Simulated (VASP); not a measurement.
# Fe (Im-3m) in VASP: notebook

Fe is run at these levels: PBE; tasks: single point.

All numbers are computed with VASP 6.6.1; they aren't measurements. Logs are shortened: lines on timing, memory, paths and dates and some standing lists are left out, and cuts for length are marked.

## 1. The cell of the first run

It takes space group Im-3m (No. 229, cubic). The conventional cell has a = 2.831 Å, b = 2.831 Å, c = 2.831 Å, α = 90.00°, β = 90.00°, γ = 90.00°. Within 3.2 Å of Fe (site symmetry m-3m) lie 14 Fe at 2.45 to 2.83 Å.

## 2. Single point, PBE, collinear spin, ferromagnetic start

Input file INCAR:

```
PREC     = Accurate       # precision mode
ENCUT    = 520            # plane-wave cutoff, eV
EDIFF    = 1E-6           # SCF threshold, eV
ISMEAR   = 0              # smearing method
SIGMA    = 0.05           # smearing width, eV
LREAL    = False          # projectors in reciprocal space
LASPH    = True           # aspherical terms in the spheres
NELM     = 150            # most SCF steps
ALGO     = Normal         # electronic algorithm
ISIF     = 2              # what is computed and relaxed
LWAVE    = False          # write WAVECAR
LCHARG   = False          # write CHGCAR
ISPIN    = 2              # spin polarisation
MAGMOM   = 2.42           # initial moments
LORBIT   = 11             # projections on sites
LMAXMIX  = 4              # l up to which the mixer works
GGA      = PE             # functional
NBANDS   = 14             # bands
```

Input file KPOINTS:

```
regular mesh
0
Gamma
  20 20 20
```

Input file POSCAR:

```
Fe
1.0
   -1.4154963442      1.4154963442      1.4154963442
    1.4154963442     -1.4154963442      1.4154963442
    1.4154963442      1.4154963442     -1.4154963442
Fe
1
Direct
    0.0000000000      0.0000000000      0.0000000000
```

Potentials or basis: VASP PAW PBE potentials, release 64 (Fe).

Run with:

```
$ cat potpaw_PBE.64/Fe/POTCAR > POTCAR
$ mpirun -np 1 vasp_std > vasp.out
```

OUTCAR:

```text
PREC = Accurate
   ENCUT = 520
   EDIFF = 1E-6
   ISMEAR = 0
   LREAL = False
   LASPH = True
   NELM = 150
   ISIF = 2
   ISPIN = 2
   LORBIT = 11
   GGA = PE

 ion  position               nearest neighbor table
   1  0.000  0.000  0.000-

  LATTYP: Found a body centered cubic cell.
 ALAT       =     2.8309926884

  Lattice vectors:

 A1 = (  -1.4154963442,   1.4154963442,   1.4154963442)
 A2 = (   1.4154963442,  -1.4154963442,   1.4154963442)
 A3 = (   1.4154963442,   1.4154963442,  -1.4154963442)

Analysis of symmetry for initial positions (statically):
=====================================================================
 Subroutine PRICEL returns:
 Original cell was already a primitive cell.

 Routine SETGRP: Setting up the symmetry group for a
 body centered cubic supercell.

 Subroutine GETGRP returns: Found 48 space group operations
 (whereof 48 operations were pure point group operations)
 out of a pool of 48 trial point group operations.

The static configuration has the point symmetry O_h .

Analysis of symmetry for dynamics (positions and initial velocities):
=====================================================================
 Subroutine PRICEL returns:
 Original cell was already a primitive cell.

 Routine SETGRP: Setting up the symmetry group for a
 body centered cubic supercell.

 Subroutine GETGRP returns: Found 48 space group operations
 (whereof 48 operations were pure point group operations)
 out of a pool of 48 trial point group operations.

The dynamic configuration has the point symmetry O_h .

Analysis of structural, dynamic, and magnetic symmetry:
=====================================================================
 Subroutine PRICEL returns:
 Original cell was already a primitive cell.

 Routine SETGRP: Setting up the symmetry group for a
 body centered cubic supercell.

 Subroutine GETGRP returns: Found 48 space group operations
 (whereof 48 operations were pure point group operations)
 out of a pool of 48 trial point group operations.

The overall configuration has the point symmetry O_h .

 Subroutine INISYM returns: Found 48 space group operations
 (whereof 48 operations are pure point group operations),
 and found     1 'primitive' translations

----------------------------------------------------------------------------------------

                                     Primitive cell

  volume of cell :      11.3445

  direct lattice vectors                    reciprocal lattice vectors
    -1.415496344  1.415496344  1.415496344     0.000000000  0.353232986  0.353232986
     1.415496344 -1.415496344  1.415496344     0.353232986  0.000000000  0.353232986
     1.415496344  1.415496344 -1.415496344     0.353232986  0.353232986  0.000000000

  length of vectors
     2.451711586  2.451711586  2.451711586     0.499546879  0.499546879  0.499546879

  position of ions in fractional coordinates (direct lattice)
     0.000000000  0.000000000  0.000000000

  ion indices of the primitive-cell ions
   primitive index   ion index
                 1           1

----------------------------------------------------------------------------------------

 KPOINTS: regular mesh

Automatic generation of k-mesh.
 Grid dimensions read from file:
 generate k-points for:   20   20   20

 Generating k-lattice:

  Cartesian coordinates                     Fractional coordinates (reciprocal lattice)
     0.000000000  0.017661649  0.017661649     0.050000000  0.000000000  0.000000000
     0.017661649  0.000000000  0.017661649     0.000000000  0.050000000  0.000000000
     0.017661649  0.017661649  0.000000000     0.000000000  0.000000000  0.050000000

  Length of vectors
     0.024977344  0.024977344  0.024977344

  Shift w.r.t. Gamma in fractional coordinates (k-lattice)
     0.000000000  0.000000000  0.000000000

 Subroutine IBZKPT returns following result:
 ===========================================

 Found    256 irreducible k-points:

 Following reciprocal coordinates:
            Coordinates               Weight
  0.000000  0.000000  0.000000      1.000000
  0.050000  0.000000  0.000000     12.000000
  0.100000  0.000000  0.000000     12.000000
  0.150000  0.000000  0.000000     12.000000
  0.200000  0.000000  0.000000     12.000000
  0.250000  0.000000  0.000000     12.000000
[... 16 lines left out ...]
  0.200000  0.100000  0.000000     48.000000
  0.250000  0.100000  0.000000     48.000000
 [... further k-points ...]
   k-points           NKPTS =    256   k-points in BZ     NKDIM =    256   number of bands    NBANDS=     14
   number of dos      NEDOS =    301   number of ions     NIONS =      1
   total plane-waves  NPLWV =   5832
   dimension x,y,z NGX =    18 NGY =   18 NGZ =   18
   dimension x,y,z NGXF=    36 NGYF=   36 NGZF=   36
   ions per type =               1
   NGX,Y,Z   is equivalent  to a cutoff of  12.21, 12.21, 12.21 a.u.
   NGXF,Y,Z  is equivalent  to a cutoff of  24.41, 24.41, 24.41 a.u.
 SYSTEM =  unknown system
   PREC   = accura    normal or accurate (medium, high low for compatibility)
   ISTART =      0    job   : 0-new  1-cont  2-samecut
   ICHARG =      2    charge: 1-file 2-atom 10-const
   ISPIN  =      2    spin polarized calculation?
   LNONCOLLINEAR =      F non collinear calculations
   LSORBIT =      F    spin-orbit coupling
   LASPH  =      T    aspherical Exc in radial PAW
   ENCUT  =  520.0 eV  38.22 Ry    6.18 a.u.   4.56  4.56  4.56*2*pi/ulx,y,z
   NELM   =    150;   NELMIN=  2; NELMDL= -5     # of ELM steps
   EDIFF  = 0.1E-05   stopping-criterion for ELM
   LREAL  =      F    real-space projection
   EDIFFG = 0.1E-04   stopping-criterion for IOM
   NSW    =      0    number of steps for IOM
   IBRION =     -1    ionic relax: 0-MD 1-quasi-New 2-CG
   NFREE  =      0    steps in history (QN), initial steepest desc. (CG)
   ISIF   =      2    stress and relaxation
   ISYM   =      2    0-nonsym 1-usesym 2-fastsym
   POTIM  = 0.5000    time-step for ionic-motion
   TEBEG  =    0.0;   TEEND  =   0.0 temperature during run
   PSTRESS=    0.0 pullay stress
   NELECT =       8.0000    total number of electrons
   NUPDOWN=      -1.0000    fix difference up-down
   EMIN   =  10.00;   EMAX   =-10.00  energy-range for DOS
   EFERMI =   0.00;   METHOD = LEGACY
   ISMEAR =     0;   SIGMA  =   0.05  broadening in eV -4-tet -1-fermi 0-gaus
   EFERMI_NEDOS =   21; number of points for ismear=-14 and -15
   IALGO  =     38    algorithm
   IMIX   =      4    mixing-type and parameters
     AMIX     =   0.40;   BMIX     =  1.00
     AMIX_MAG =   1.60;   BMIX_MAG =  1.00
  volume/ion in A,a.u.               =      11.34        76.56
  Fermi-wavevector in a.u.,A,eV,Ry     =   1.457167  2.753647 28.889747  2.123336
  Thomas-Fermi vector in A             =   2.574000
   LORBIT       =     11    0 simple, 1 ext, 2 COOP (PROOUT), +10 PAW based schemes
   GGA     = PE    functional components
   LHFCALC =     F    Hartree Fock is set to
   AEXX    =    0.0000 exact exchange contribution
   IVDW    =     0    specifies the selected vdW correction
   LEPSILON=     F    determine dielectric tensor
   LRPA    =     F    only Hartree local field effects (RPA)
 spin polarized calculation
 Gauss-broadening in eV      SIGMA  =   0.05
  energy-cutoff  :      520.00
  volume of cell :       11.34
 maximum number of plane-waves:       321
   NGX =  9   NGY =  9   NGZ =  9

 number of electron       8.0000009 magnetization       2.2025623

 Free energy of the ion-electron system (eV)
  ---------------------------------------------------
  ext. energy  EPLUGINS =         0.00000000
  ---------------------------------------------------
  free energy    TOTEN  =        -8.24304208 eV

  energy without entropy =       -8.24150793  energy(sigma->0) =       -8.24227500

 E-fermi :   5.8348     XC(G=0): -13.1252

 val. band max:        5.8310612361   @ k =  -0.4000   0.5000   0.1500
 cond. band min:       5.8375915713   @ k =  -0.4000   0.4000   0.1500
 fundamental gap:      0.0065303352
 Fermi energy:         5.8348432412

 spin component 1

 k-point     1 :       0.0000    0.0000    0.0000
  band No.  band energies     occupation
      1      -2.6029      1.00000
      2       3.5213      1.00000
      3       3.5213      1.00000
      4       3.5213      1.00000
      5       4.7376      1.00000
      6       4.7376      1.00000
      7      30.8758      0.00000
      8      30.8758      0.00000
      9      30.8758      0.00000
     10      35.9698      0.00000
     11      35.9698      0.00000
     12      38.2725      0.00000
     13      38.2725      0.00000
     14      38.2725      0.00000
[... 375 lines left out ...]
 k-point    24 :       0.2500    0.1000    0.0000
  band No.  band energies     occupation
      1       0.5540      1.00000
      2       2.8045      1.00000
      3       3.2639      1.00000
      4       4.5684      1.00000
      5       4.9366      1.00000
      6       5.5407      1.00000
      7      19.5385      0.00000
      8      24.0238      0.00000
      9      27.5076      0.00000
     10      30.9646      0.00000
     11      35.3788      0.00000
     12      36.8651      0.00000
     13      42.5615      0.00000
     14      44.6382      0.00000

 [... further k-points ...]

 spin component 2

 k-point     1 :       0.0000    0.0000    0.0000
  band No.  band energies     occupation
      1      -2.4351      1.00000
      2       5.4454      1.00000
      3       5.4456      1.00000
      4       5.4456      1.00000
      5       7.4991      0.00000
      6       7.4993      0.00000
      7      30.6224      0.00000
      8      30.6224      0.00000
      9      30.6224      0.00000
     10      36.1620      0.00000
     11      36.1620      0.00000
     12      38.9359      0.00000
     13      38.9359      0.00000
     14      38.9359      0.00000
[... 375 lines left out ...]
 k-point    24 :       0.2500    0.1000    0.0000
  band No.  band energies     occupation
      1       0.9910      1.00000
      2       4.5808      1.00000
      3       4.8846      1.00000
      4       7.0930      0.00000
      5       7.5103      0.00000
      6       7.7572      0.00000
      7      20.2922      0.00000
      8      24.4243      0.00000
      9      28.0790      0.00000
     10      31.1881      0.00000
     11      35.8781      0.00000
     12      37.1995      0.00000
     13      42.7882      0.00000
     14      45.0940      0.00000

 [... further k-points ...]
[... 5 lines left out ...]
  --------------------------------------------------------------------------------------
  -------------------------------------------------------------------------------------
  Total        0.0301587      0.0301587      0.0301587      0.0000000     -0.0000000      0.0000000
  in kB        4.2592835      4.2592835      4.2592835      0.0000000     -0.0000000      0.0000000
  external PRESSURE =       4.2592835 kB  Pullay stress =       0.0000000 kB

 VOLUME and BASIS-vectors are now :
 -----------------------------------------------------------------------------
  energy-cutoff  :      520.00
  volume of cell :       11.34
      direct lattice vectors                 reciprocal lattice vectors
    -1.415496344  1.415496344  1.415496344     0.000000000  0.353232986  0.353232986
     1.415496344 -1.415496344  1.415496344     0.353232986  0.000000000  0.353232986
     1.415496344  1.415496344 -1.415496344     0.353232986  0.353232986  0.000000000

 POSITION                                       TOTAL-FORCE (eV/Angst)
 -----------------------------------------------------------------------------------
      0.00000      0.00000      0.00000        -0.000000     -0.000000     -0.000000
 -----------------------------------------------------------------------------------
    total drift:                                0.000000     -0.000000      0.000000

  FREE ENERGIE OF THE ION-ELECTRON SYSTEM (eV)
  ---------------------------------------------------
  free  energy   TOTEN  =        -8.2430420781 eV

  energy  without entropy=       -8.2415079290  energy(sigma->0) =       -8.24227500

 total charge

# of ion       s       p       d       tot
------------------------------------------
    1        0.488   0.544   6.239   7.270

 magnetization (x)

# of ion       s       p       d       tot
------------------------------------------
    1       -0.013  -0.056   2.269   2.200
```

Wall time 78 s (1 thread of AMD EPYC 7R43 (Zen 3), shared host); peak memory 0.13 GiB.

What came out:

```
Free energy                                           : -8.2430 eV
Pressure                                              : 0.4 GPa
Net moment                                            : 2.20 μB per cell
Site moments                                          : Fe +2.20 μB
Valence electrons inside the program's atomic spheres : Fe 7.27
```

Levels at points of the mesh, in eV from the Fermi level:
Spin up:
| k point | band 2 | band 3 | band 4 | band 5 | band 6 | band 7 | band 8 | band 9 |
| --- | --- | --- | --- | --- | --- | --- | --- | --- |
| (0.00, 0.00, 0.00) | -2.31 | -2.31 | -2.31 | -1.10 | -1.10 | 25.04 | 25.04 | 25.04 |
| (0.50, 0.00, 0.00) | -3.40 | -1.03 | -0.91 | 0.38 | 0.52 | 7.37 | 18.38 | 20.25 |
| (0.50, 0.50, 0.50) | -4.86 | 0.11 | 0.11 | 0.11 | 9.95 | 9.95 | 9.95 | 15.66 |
Spin down:
```tsv
k point	band 1	band 2	band 3	band 4	band 5	band 6	band 7	band 8
(0.00, 0.00, 0.00)	-8.27	-0.39	-0.39	-0.39	1.66	1.66	24.79	24.79
(0.50, 0.00, 0.00)	-3.64	-1.67	0.63	1.52	1.92	2.61	8.74	18.43
(0.50, 0.50, 0.50)	-3.03	-3.03	2.31	2.31	2.31	10.22	10.22	10.22
```

## 3. Single point, PBE, collinear spin, antiferromagnetic start

This run uses another cell than the first one: it holds 2 atoms, not 1.

Input file INCAR:

```
SYSTEM = Fe
  PREC = Accurate
  ENCUT = 520
  EDIFF = 1E-6
  ISMEAR = 0
  SIGMA = 0.05
  LREAL = .FALSE.
  LASPH = .TRUE.
  NELM = 150
  ALGO = Normal
  ISIF = 2
  LWAVE = .FALSE.
  LCHARG = .TRUE.
  ISPIN = 2
  MAGMOM = 2.5 -2.5
  LORBIT = 11
  LMAXMIX = 4
  GGA = PE
  LELF = .TRUE.
  LVHAR = .TRUE.
  NBANDS = 19
```

Input file KPOINTS:

```
regular mesh
0
G
  20 20 10
  0 0 0
```

Input file POSCAR:

```
Fe
1.0
    0.0000000000      2.8309926884      0.0000000000
    2.8309926884      0.0000000000      0.0000000000
    2.8309926884      2.8309926884     -2.8309926884
Fe
2
Direct
    0.0000000000      0.0000000000      0.0000000000
    0.0000000000      0.0000000000      0.5000000000
```

Potentials or basis: VASP PAW PBE potentials, release 64 (Fe).

Run with:

```
$ cat potpaw_PBE.64/Fe/POTCAR > POTCAR
$ mpirun -np 1 vasp_std > vasp.out
```

Run time: 3.8 min. Hardware: 1 thread of AMD EPYC 7R43 (Zen 3), shared host; peak memory 0.19 GiB.

The run converged. Its results:

```yaml
Free_energy: -15.5924 eV
Pressure: -6.1 GPa
Band_gap_on_the_k_mesh: zero (filled and empty bands overlap)
Net_moment: 0.00 μB per cell
Site_moments: Fe +1.52, -1.52 μB
Valence_electrons_inside_the_program's_atomic_spheres: Fe 7.27
```

Levels at points of the mesh, in eV from the Fermi level:
Spin up:
```tsv
k point	band 6	band 7	band 8	band 9	band 10	band 11
(0.00, 0.00, 0.00)	-1.82	0.07	0.07	0.99	0.99	0.99
(0.50, 0.00, 0.00)	-0.56	0.33	0.33	0.43	1.15	1.22
(0.00, 0.00, 0.50)	-1.37	-1.05	-0.71	-0.71	0.16	0.21
(0.50, 0.50, 0.50)	-2.44	-0.82	-0.82	1.20	1.20	8.71
```
Spin down:
```
           k point  band 6  band 7  band 8  band 9  band 10  band 11
(0.00, 0.00, 0.00)   -1.82    0.07    0.07    0.99     0.99     0.99
(0.50, 0.00, 0.00)   -0.56    0.33    0.33    0.43     1.15     1.22
(0.00, 0.00, 0.50)   -1.37   -1.05   -0.71   -0.71     0.16     0.21
(0.50, 0.50, 0.50)   -2.44   -0.82   -0.82    1.20     1.20     8.71
```
